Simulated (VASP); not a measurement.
# Ti3N3Cl in VASP: further runs

The runs below take Ti3N3Cl through single point, with PBE.

All numbers are computed with VASP 6.6.1; they aren't measurements. Logs are shortened: lines on timing, memory, paths and dates and some standing lists are left out, and cuts for length are marked.

## (1) The cell of the first run

The cell holds a slab with vacuum, 7 atoms: a = 3.003 Å, b = 3.003 Å, c = 21.554 Å, α = 90.00°, β = 90.00°, γ = 120.00°.

## (2) Single point, PBE

Contents of INCAR:

```
SYSTEM = Ti3N3Cl
ALGO     = Normal         ! electronic algorithm
DIPOL    = 0.5 0.5 0.362
EDIFF    = 1E-7           ! SCF threshold, eV
ENCUT    = 520            ! plane-wave cutoff, eV
GGA      = PE             ! functional
IDIPOL   = 3            
ISIF     = 2              ! what is computed and relaxed
ISMEAR   = 0              ! smearing method
LASPH    = .True.         ! aspherical terms in the spheres
LCHARG   = .False.        ! write CHGCAR
LDIPOL   = .True.       
LREAL    = .False.        ! projectors in reciprocal space
LWAVE    = .False.        ! write WAVECAR
NBANDS   = 38             ! bands
NELM     = 80             ! most SCF steps
PREC     = Accurate       ! precision mode
SIGMA    = 0.1            ! smearing width, eV
```

Contents of KPOINTS:

```
k-points
0
Gamma
  9 9 1
  0 0 0
```

Contents of POSCAR:

```
Ti3N3Cl
1.0
    3.0028555067      0.0000000000      0.0000000000
   -1.5014277534      2.6005491527      0.0000000000
    0.0000000000      0.0000000000     21.5541471985
N Ti Cl
3 3 1
Direct
    0.3333333333      0.6666666667      0.1855791353
    0.0000000000      0.0000000000      0.2993308524
    0.6666666667      0.3333333333      0.4147299355
    0.6666666667      0.3333333333      0.2424549939
    0.3333333333      0.6666666667      0.3575097829
    0.0000000000      0.0000000000      0.4664599859
    0.0000000000      0.0000000000      0.5676261151
```

Potentials or basis: VASP PAW PBE potentials, release 64 (N, Ti_sv, Cl).

On the command line:

```console
$ cat potpaw_PBE.64/N/POTCAR potpaw_PBE.64/Ti_sv/POTCAR potpaw_PBE.64/Cl/POTCAR > POTCAR
$ mpirun -np 1 vasp_std > vasp.out
```

OUTCAR:

```text
SYSTEM = Ti3N3Cl
   EDIFF = 1E-7
   ENCUT = 520
   GGA = PE
   ISIF = 2
   ISMEAR = 0
   LASPH = .True.
   LREAL = .False.
   NELM = 80
   PREC = Accurate

 ion  position               nearest neighbor table
   1  0.333  0.667  0.186-   4 2.12   4 2.12   4 2.12
   2  0.000  0.000  0.299-   4 2.12   4 2.12   4 2.12   5 2.14   5 2.14   5 2.14
   3  0.667  0.333  0.415-   6 2.06   6 2.06   6 2.06   5 2.13   5 2.13   5 2.13
   4  0.667  0.333  0.242-   2 2.12   2 2.12   2 2.12   1 2.12   1 2.12   1 2.12
   5  0.333  0.667  0.358-   3 2.13   3 2.13   3 2.13   2 2.14   2 2.14   2 2.14   6 2.92   6 2.92
                             6 2.92
   6  0.000  0.000  0.466-   3 2.06   3 2.06   3 2.06   7 2.18   5 2.92   5 2.92   5 2.92
   7  0.000  0.000  0.568-   6 2.18

  LATTYP: Found a hexagonal cell.
 ALAT       =     3.0028555067
 C/A-ratio  =     7.1778835680

  Lattice vectors:

 A1 = (   3.0028555067,   0.0000000000,   0.0000000000)
 A2 = (  -1.5014277534,   2.6005491527,   0.0000000000)
 A3 = (   0.0000000000,   0.0000000000,  21.5541471985)

Analysis of symmetry for initial positions (statically):
=====================================================================
 Subroutine PRICEL returns:
 Original cell was already a primitive cell.

 Routine SETGRP: Setting up the symmetry group for a
 hexagonal supercell.

 Subroutine GETGRP returns: Found  6 space group operations
 (whereof  6 operations were pure point group operations)
 out of a pool of 24 trial point group operations.

The static configuration has the point symmetry C_3v.

Analysis of symmetry for dynamics (positions and initial velocities):
=====================================================================
 Subroutine PRICEL returns:
 Original cell was already a primitive cell.

 Routine SETGRP: Setting up the symmetry group for a
 hexagonal supercell.

 Subroutine GETGRP returns: Found  6 space group operations
 (whereof  6 operations were pure point group operations)
 out of a pool of 24 trial point group operations.

The dynamic configuration has the point symmetry C_3v.

 Subroutine INISYM returns: Found  6 space group operations
 (whereof  6 operations are pure point group operations),
 and found     1 'primitive' translations

----------------------------------------------------------------------------------------

                                     Primitive cell

  volume of cell :     168.3179

  direct lattice vectors                    reciprocal lattice vectors
     3.002855507  0.000000000  0.000000000     0.333016357  0.192267083  0.000000000
    -1.501427753  2.600549153  0.000000000     0.000000000  0.384534166  0.000000000
     0.000000000  0.000000000 21.554147199     0.000000000  0.000000000  0.046394784

  length of vectors
     3.002855507  3.002855507 21.554147199     0.384534166  0.384534166  0.046394784

  position of ions in fractional coordinates (direct lattice)
     0.333333333  0.666666667  0.185579135
     0.000000000  0.000000000  0.299330852
     0.666666667  0.333333333  0.414729935
     0.666666667  0.333333333  0.242454994
     0.333333333  0.666666667  0.357509783
     0.000000000  0.000000000  0.466459986
     0.000000000  0.000000000  0.567626115

  ion indices of the primitive-cell ions
   primitive index   ion index
                 1           1
                 2           2
                 3           3
                 4           4
                 5           5
                 6           6
                 7           7

----------------------------------------------------------------------------------------

 KPOINTS: k-points

Automatic generation of k-mesh.
 Grid dimensions read from file:
 generate k-points for:    9    9    1

 Generating k-lattice:

  Cartesian coordinates                     Fractional coordinates (reciprocal lattice)
     0.037001817  0.021363009  0.000000000     0.111111111  0.000000000  0.000000000
     0.000000000  0.042726018  0.000000000     0.000000000  0.111111111  0.000000000
     0.000000000  0.000000000  0.046394784     0.000000000  0.000000000  1.000000000

  Length of vectors
     0.042726018  0.042726018  0.046394784

  Shift w.r.t. Gamma in fractional coordinates (k-lattice)
     0.000000000  0.000000000  0.000000000

 Subroutine IBZKPT returns following result:
 ===========================================

 Found     12 irreducible k-points:

 Following reciprocal coordinates:
            Coordinates               Weight
  0.000000  0.000000  0.000000      1.000000
  0.111111 -0.000000  0.000000      6.000000
  0.222222  0.000000  0.000000      6.000000
  0.333333  0.000000  0.000000      6.000000
  0.444444  0.000000  0.000000      6.000000
  0.111111  0.111111  0.000000      6.000000
  0.222222  0.111111  0.000000     12.000000
  0.333333  0.111111  0.000000     12.000000
  0.444444  0.111111  0.000000      6.000000
  0.222222  0.222222  0.000000      6.000000
  0.333333  0.222222  0.000000     12.000000
  0.333333  0.333333  0.000000      2.000000
   k-points           NKPTS =     12   k-points in BZ     NKDIM =     12   number of bands    NBANDS=     38
   number of dos      NEDOS =    301   number of ions     NIONS =      7
   total plane-waves  NPLWV =  92160
   dimension x,y,z NGX =    24 NGY =   24 NGZ =  160
   dimension x,y,z NGXF=    48 NGYF=   48 NGZF=  320
   ions per type =               3   3   1
   NGX,Y,Z   is equivalent  to a cutoff of  13.29, 13.29, 12.34 a.u.
   NGXF,Y,Z  is equivalent  to a cutoff of  26.57, 26.57, 24.68 a.u.
 SYSTEM =  Ti3N3Cl
   PREC   = accura    normal or accurate (medium, high low for compatibility)
   ISTART =      0    job   : 0-new  1-cont  2-samecut
   ICHARG =      2    charge: 1-file 2-atom 10-const
   ISPIN  =      1    spin polarized calculation?
   LNONCOLLINEAR =      F non collinear calculations
   LSORBIT =      F    spin-orbit coupling
   LASPH  =      T    aspherical Exc in radial PAW
   ENCUT  =  520.0 eV  38.22 Ry    6.18 a.u.   5.58  5.58 40.08*2*pi/ulx,y,z
   NELM   =     80;   NELMIN=  2; NELMDL= -5     # of ELM steps
   EDIFF  = 0.1E-06   stopping-criterion for ELM
   LREAL  =      F    real-space projection
   EDIFFG = 0.1E-05   stopping-criterion for IOM
   NSW    =      0    number of steps for IOM
   IBRION =     -1    ionic relax: 0-MD 1-quasi-New 2-CG
   NFREE  =      0    steps in history (QN), initial steepest desc. (CG)
   ISIF   =      2    stress and relaxation
   ISYM   =      2    0-nonsym 1-usesym 2-fastsym
   POTIM  = 0.5000    time-step for ionic-motion
   TEBEG  =    0.0;   TEEND  =   0.0 temperature during run
   PSTRESS=    0.0 pullay stress
   NELECT =      58.0000    total number of electrons
   NUPDOWN=      -1.0000    fix difference up-down
   EMIN   =  10.00;   EMAX   =-10.00  energy-range for DOS
   EFERMI =   0.00;   METHOD = LEGACY
   ISMEAR =     0;   SIGMA  =   0.10  broadening in eV -4-tet -1-fermi 0-gaus
   EFERMI_NEDOS =   21; number of points for ismear=-14 and -15
   IALGO  =     38    algorithm
   IMIX   =      4    mixing-type and parameters
     AMIX     =   0.40;   BMIX     =  1.00
     AMIX_MAG =   1.60;   BMIX_MAG =  1.00
  volume/ion in A,a.u.               =      24.05       162.27
  Fermi-wavevector in a.u.,A,eV,Ry     =   1.147733  2.168900 17.922820  1.317290
  Thomas-Fermi vector in A             =   2.284411
   LORBIT       =      0    0 simple, 1 ext, 2 COOP (PROOUT), +10 PAW based schemes
   GGA     = PE    functional components
   LHFCALC =     F    Hartree Fock is set to
   AEXX    =    0.0000 exact exchange contribution
   IVDW    =     0    specifies the selected vdW correction
   LEPSILON=     F    determine dielectric tensor
   LRPA    =     F    only Hartree local field effects (RPA)
 non-spin polarized calculation
 Gauss-broadening in eV      SIGMA  =   0.10
  energy-cutoff  :      520.00
  volume of cell :      168.32
 maximum number of plane-waves:      4581
 NGX is ok and might be reduce to    24
   NGX = 11   NGY = 11   NGZ = 81

 dipolmoment           0.000000      0.000000      0.604264 electrons x Angstroem

 number of electron      58.0000013 magnetization

 dipolmoment           0.000000      0.000000     -0.118951 electrons x Angstroem

 Free energy of the ion-electron system (eV)
  ---------------------------------------------------
  ext. energy  EPLUGINS =         0.00000000
  ---------------------------------------------------
  free energy    TOTEN  =       -57.93591730 eV

  energy without entropy =      -57.91732070  energy(sigma->0) =      -57.92661900

 E-fermi :   0.2742     XC(G=0):  -6.2720

 val. band max:        0.2690802212   @ k =   0.1111  -0.0000   0.0000
 cond. band min:       0.2931054136   @ k =   0.2222   0.1111   0.0000
 fundamental gap:      0.0240251925
 Fermi energy:         0.2742343346

 k-point     1 :       0.0000    0.0000    0.0000
  band No.  band energies     occupation
      1     -57.3047      2.00000
      2     -57.0613      2.00000
      3     -56.2501      2.00000
      4     -33.7980      2.00000
      5     -33.3708      2.00000
      6     -33.3610      2.00000
[... 30 lines left out ...]
     37       2.6072      0.00000
     38       2.6072      0.00000

 k-point     2 :       0.1111   -0.0000    0.0000
  band No.  band energies     occupation
      1     -57.2969      2.00000
      2     -57.0547      2.00000
      3     -56.2431      2.00000
      4     -33.7798      2.00000
      5     -33.4382      2.00000
      6     -33.3741      2.00000
[... 30 lines left out ...]
     37       2.8766      0.00000
     38       2.9071      0.00000

 k-point     3 :       0.2222    0.0000    0.0000
  band No.  band energies     occupation
      1     -57.2770      2.00000
      2     -57.0377      2.00000
      3     -56.2251      2.00000
      4     -33.7376      2.00000
      5     -33.5775      2.00000
      6     -33.4071      2.00000
[... 30 lines left out ...]
     37       3.3305      0.00000
     38       3.4364      0.00000

 k-point     4 :       0.3333    0.0000    0.0000
  band No.  band energies     occupation
      1     -57.2543      2.00000
      2     -57.0184      2.00000
      3     -56.2045      2.00000
      4     -33.7618      2.00000
      5     -33.6672      2.00000
      6     -33.4443      2.00000
[... 30 lines left out ...]
     37       3.6319      0.00000
     38       3.6842      0.00000
[... 211 lines left out ...]
      4     -33.7613      2.00000
      5     -33.6444      2.00000
      6     -33.5461      2.00000
[... 30 lines left out ...]
     37       3.2745      0.00000
     38       3.7858      0.00000

 k-point    11 :       0.3333    0.2222    0.0000
  band No.  band energies     occupation
      1     -57.2329      2.00000
      2     -57.0002      2.00000
      3     -56.1852      2.00000
      4     -33.7902      2.00000
      5     -33.6372      2.00000
      6     -33.5959      2.00000
[... 30 lines left out ...]
     37       3.5214      0.00000
     38       3.7662      0.00000

 k-point    12 :       0.3333    0.3333    0.0000
  band No.  band energies     occupation
      1     -57.2289      2.00000
      2     -56.9968      2.00000
      3     -56.1816      2.00000
      4     -33.7188      2.00000
      5     -33.7143      2.00000
      6     -33.6011      2.00000
[... 30 lines left out ...]
     37       3.5234      0.00000
     38       3.6484      0.00000

------------------------ aborting loop because EDIFF is reached ----------------------------------------

 vacuum level on the upper side and lower side of the slab       (xc-potential included)        -1.467         1.241

  FORCE on cell =-STRESS in cart. coord.  units (eV):
  Direction    XX          YY          ZZ          XY          YZ          ZX
  --------------------------------------------------------------------------------------
  -------------------------------------------------------------------------------------
  Total        3.3535265      3.3535265     -3.3644647     -0.0000000      0.0000000     -0.0000000
  in kB       31.9214038     31.9214038    -32.0255218     -0.0000000      0.0000000     -0.0000000
  external PRESSURE =      10.6057620 kB  Pullay stress =       0.0000000 kB

 VOLUME and BASIS-vectors are now :
 -----------------------------------------------------------------------------
  energy-cutoff  :      520.00
  volume of cell :      168.32
      direct lattice vectors                 reciprocal lattice vectors
     3.002855507  0.000000000  0.000000000     0.333016357  0.192267083  0.000000000
    -1.501427753  2.600549153  0.000000000     0.000000000  0.384534166  0.000000000
     0.000000000  0.000000000 21.554147199     0.000000000  0.000000000  0.046394784

 POSITION                                       TOTAL-FORCE (eV/Angst)
 -----------------------------------------------------------------------------------
     -0.00000      1.73370      4.00000        -0.000000      0.000000      4.223684
      0.00000      0.00000      6.45182        -0.000000      0.000000      1.287036
      1.50143      0.86685      8.93915        -0.000000     -0.000000     -0.007345
      1.50143      0.86685      5.22591         0.000000      0.000000     -5.481537
     -0.00000      1.73370      7.70582        -0.000000     -0.000000     -0.178085
      0.00000      0.00000     10.05415         0.000000      0.000000      0.152941
      0.00000      0.00000     12.23470         0.000000     -0.000000      0.003305
 -----------------------------------------------------------------------------------
    total drift:                               -0.000000     -0.000000     -0.000452

  FREE ENERGIE OF THE ION-ELECTRON SYSTEM (eV)
  ---------------------------------------------------
  free  energy   TOTEN  =       -57.9359172953 eV

  energy  without entropy=      -57.9173207010  energy(sigma->0) =      -57.92661900

 vacuum level on the upper side and lower side of the slab         5.673         8.436
```

Run time: 5.8 min. Hardware: 1 thread of Oxide Virtual Turin-like, shared host; peak memory 0.29 GiB.

What came out:

```
Free energy            : -57.9359 eV
Largest force          : 5.482 eV/Å
Band gap on the k mesh : zero (band 29 reaches 0.63 eV, above the bottom of band 30 at 0.29 eV)
```

Forces in eV/Å, atoms in the order of the input:
```
N    0.000  0.000  4.224
N    0.000  0.000  1.287
N    0.000  0.000 -0.007
Ti   0.000  0.000 -5.482
Ti   0.000  0.000 -0.178
Ti   0.000  0.000  0.153
Cl   0.000  0.000  0.003
```

Levels at points of the mesh, in eV from the Fermi level:
```tsv
k point	band 27	band 28	band 29	band 30	band 31	band 32
(0.00, 0.00, 0.00)	-0.29	-0.29	0.36	0.38	0.38	1.44
```

## (3) Single point, PBE

Contents of INCAR:

```
PREC     = Accurate       # precision mode
ENCUT    = 520            # plane-wave cutoff, eV
EDIFF    = 1E-6           # SCF threshold, eV
ISMEAR   = 0              # smearing method
SIGMA    = 0.1            # smearing width, eV
LREAL    = F              # projectors in reciprocal space
LASPH    = T              # aspherical terms in the spheres
NELM     = 80             # most SCF steps
ALGO     = Normal         # electronic algorithm
ISIF     = 2              # what is computed and relaxed
LWAVE    = F              # write WAVECAR
LCHARG   = F              # write CHGCAR
LDIPOL   = T            
IDIPOL   = 3            
DIPOL    = 0.5 0.5 0.359
GGA      = PE             # functional
NBANDS   = 38             # bands
```

Contents of KPOINTS:

```
Automatic mesh
0
Gamma
  9 9 1
```

Edit POSCAR of step 2 so:

```diff
@@ -14,2 +14,2 @@
     0.0000000000      0.0000000000      0.4664599859
-    0.0000000000      0.0000000000      0.5676261151
+    0.3333333333      0.6666666667      0.5478312142
```

Potentials or basis: VASP PAW PBE potentials, release 64 (N, Ti_sv, Cl).

On the command line:

```console
$ cat potpaw_PBE.64/N/POTCAR potpaw_PBE.64/Ti_sv/POTCAR potpaw_PBE.64/Cl/POTCAR > POTCAR
$ mpirun -np 1 vasp_std > vasp.out
```

Wall time 4.8 min (1 thread of Oxide Virtual Turin-like, shared host); peak memory 0.28 GiB.

Results (log left out):

```yaml
Free_energy: -58.9830 eV
Largest_force: 5.536 eV/Å
Band_gap_on_the_k_mesh: zero (band 29 reaches 1.14 eV, above the bottom of band 30 at 0.88 eV)
```

Forces on the atoms (eV/Å):
```
N    0.000  0.000  4.242
N    0.000  0.000  1.245
N    0.000  0.000 -0.317
Ti   0.000  0.000 -5.536
Ti   0.000  0.000  0.252
Ti   0.000  0.000  0.095
Cl   0.000  0.000  0.018
```

Levels at points of the mesh, in eV from the Fermi level:
```csv
k point,band 27,band 28,band 29,band 30,band 31,band 32
"(0.00, 0.00, 0.00)",-0.40,-0.40,0.05,0.05,0.19,1.08
```

(Continued in part 2 of 2.)
